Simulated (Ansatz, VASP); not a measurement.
One calculation of Bi, two programs

```
CELL_PARAMETERS angstrom
4.14000 0.00000 0.00000
-2.07000 3.58535 0.00000
0.00000 0.00000 28.00000
ATOMIC_POSITIONS crystal
Bi 0.33333 0.66667 0.51980
Bi 0.66667 0.33333 0.48020
```

Alike in both runs: task single point; functional PBE; k mesh 9 × 9 × 1; occupations gaussian, width 0.02 eV; no spin polarisation.

|  | VASP | Ansatz |
| --- | --- | --- |
| version | VASP 6.6.1 | Ansatz 0.2.0 |
| potentials or method | VASP PAW PBE potentials, release 64 (Bi_d), cutoff 520 eV | scalar-relativistic, plane waves, PAW |
| valence electrons in the cell | 30 | 30 |

```tsv
	VASP	Ansatz	Ansatz less VASP
gap on the k mesh at the Fermi level (eV)	none	none	-
rms of the force components (eV/Å)	3.989	3.989	-0.0003
```

Atom by atom the forces differ by 0.000 eV/Å (rms over components). A gap of «none» marks a metal or a gap that the smearing closes. With one functional, cell and mesh, what is left measures potentials, basis and numerics.

Spin-orbit coupling is off throughout.
